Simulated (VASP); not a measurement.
Here is a VASP 6.6.1 calculation.

File INCAR:

```
PREC     = Accurate       # precision mode
ENCUT    = 520            # plane-wave cutoff, eV
EDIFF    = 1E-7           # SCF threshold, eV
ISMEAR   = -1             # smearing method
SIGMA    = 0.05           # smearing width, eV
LREAL    = False          # projectors in reciprocal space
LASPH    = True           # aspherical terms in the spheres
NELM     = 150            # most SCF steps
ALGO     = Normal         # electronic algorithm
ISIF     = 2              # what is computed and relaxed
LWAVE    = False          # write WAVECAR
LCHARG   = False          # write CHGCAR
ISPIN    = 2              # spin polarisation
MAGMOM   = 0.5 0.5        # initial moments
LORBIT   = 11             # projections on sites
NUPDOWN  = 1.0            # fixed moment
LMAXMIX  = 4              # l up to which the mixer works
GGA      = PE             # functional
NBANDS   = 20             # bands
```

KPOINTS

```
regular mesh
0
Gamma
  10 10 6
```

The input POSCAR:

```
Co
1.0
    2.4719999032      0.0000000000      0.0000000000
   -1.2359999516      2.1408147143      0.0000000000
    0.0000000000      0.0000000000      4.0211440800
Co
2
Direct
    0.6666666667      0.3333333333      0.7500000000
    0.3333333333      0.6666666667      0.2500000000
```

Potentials or basis: VASP PAW PBE potentials, release 64 (Co).

Launch:

```bash
$ cat potpaw_PBE.64/Co/POTCAR > POTCAR
$ mpirun -np 1 vasp_std > vasp.out
```

Question: What does it give for the pressure?

Answer: -6.6 GPa.

Stress tensor (GPa, compression positive):
```
-5.95  0.00  0.00
 0.00 -5.95  0.00
 0.00  0.00 -7.99
```

Caveat: the cell stands under tension; the total moment is fixed, so each spin has its own Fermi level.
